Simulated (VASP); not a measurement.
TaN: single point with BLYP+D3(BJ)

The system is TaN.

```xyz
2
Lattice="0.0000 2.2547 2.2547 2.2547 0.0000 2.2547 2.2547 2.2547 0.0000" Properties=species:S:1:pos:R:3 pbc="T T T"
Ta    2.2547    2.2547    2.2547
N     0.0000    0.0000    0.0000
```

| Item | Value |
| --- | --- |
| Program | VASP 6.6.1 |
| Task | single point |
| Functional | BLYP |
| Dispersion | D3(BJ) |
| Potentials or basis | VASP PAW PBE potentials, release 64 (Ta_pv, N) |
| Cutoff | 600 eV |
| k mesh | 10 × 10 × 10 |
| Occupations | fermi-dirac, width 0.05 eV |
| Spin | no spin polarisation |
| Dipole correction | no |
| Further INCAR settings | ALGO = Normal; EDIFF = 1e-06; NBANDS = 15 |

```yaml
Pressure: -21.1 GPa
Band_gap_on_the_k_mesh: zero (band 8 reaches 10.79 eV, above the bottom of band 9 at 7.30 eV)
Dispersion_energy_per_atom: -1.017 eV
```

Levels at points of the mesh, in eV from the Fermi level:
| k point | band 6 | band 7 | band 8 | band 9 | band 10 | band 11 |
| --- | --- | --- | --- | --- | --- | --- |
| (0.00, 0.00, 0.00) | -3.63 | -3.63 | -1.92 | -1.92 | -1.92 | 0.02 |
| (0.50, 0.00, 0.00) | -7.04 | -7.04 | 1.57 | 1.57 | 1.69 | 4.00 |
| (0.50, 0.50, 0.00) | -4.87 | -4.42 | -4.42 | 1.81 | 2.98 | 2.98 |

Wall time 21 s on 1 thread of AMD EPYC 9R45 96-Core Processor (Zen 5), on a shared host, peak memory 0.15 GiB.

Caveat: the PAW data sets were made with another functional, which shifts forces and pressure a little; spin-orbit coupling is left out, which moves the levels of the heavy elements; pairwise dispersion overbinds metals, which lowers pressure and volume.
